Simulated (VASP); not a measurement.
Write the native input for VASP 6.6.1 that does the following.

| Quantity | Value |
| --- | --- |
| Task | single point |
| Functional | PBE |
| Potentials or basis | VASP PAW PBE potentials, release 64 (Fe) |
| Cutoff | 520 eV |
| k mesh | 17 × 17 × 5 |
| Occupations | fermi-dirac, width 0.1 eV |
| Spin | no spin polarisation |
| Dipole correction | no |
| Further INCAR settings | ALGO = Normal; EDIFF = 1e-06; NBANDS = 24 |

The structure of Fe lies in POSCAR:

```
Fe
1.0
    2.4832794060      0.0000000000      0.0000000000
   -1.2416397030      2.1505830503      0.0000000000
    0.0000000000      0.0000000000      7.9932105925
Fe
4
Direct
    1.0000000000      1.0000000000      0.0000000000
    0.0000000000      0.0000000000      0.5000000000
    0.3333333333      0.6666666667      0.2500000000
    0.6666666667      0.3333333333      0.7500000000
```

This cell differs from its parent crystal: volume scaled by 1.04.

These files were run (other wordings do the same):

INCAR

```
SYSTEM = Fe
ALGO = Normal ; EDIFF = 1E-6
ENCUT = 520 ; GGA = PE
ISIF = 2 ; ISMEAR = -1
LASPH = .TRUE. ; LCHARG = .FALSE.
LREAL = .FALSE. ; LWAVE = .FALSE.
NBANDS = 24 ; NELM = 80
PREC = Accurate ; SIGMA = 0.1
```

KPOINTS

```
k-points
0
G
  17 17 5
  0 0 0
```

Potentials or basis: VASP PAW PBE potentials, release 64 (Fe).

Run with:

```console
$ cat potpaw_PBE.64/Fe/POTCAR > POTCAR
$ mpirun -np 1 vasp_std > vasp.out
```

Results of the run:

```
Pressure               : -10.7 GPa
Band gap on the k mesh : zero (band 16 reaches 7.24 eV, above the bottom of band 17 at 5.63 eV)
```

Caveat: the run has no spin polarisation, though such a crystal can be magnetic.

Run time: 41 s on 1 thread of Intel(R) Xeon(R) 6975P-C (Granite Rapids), with other jobs on the host, peak memory 0.2 GiB.
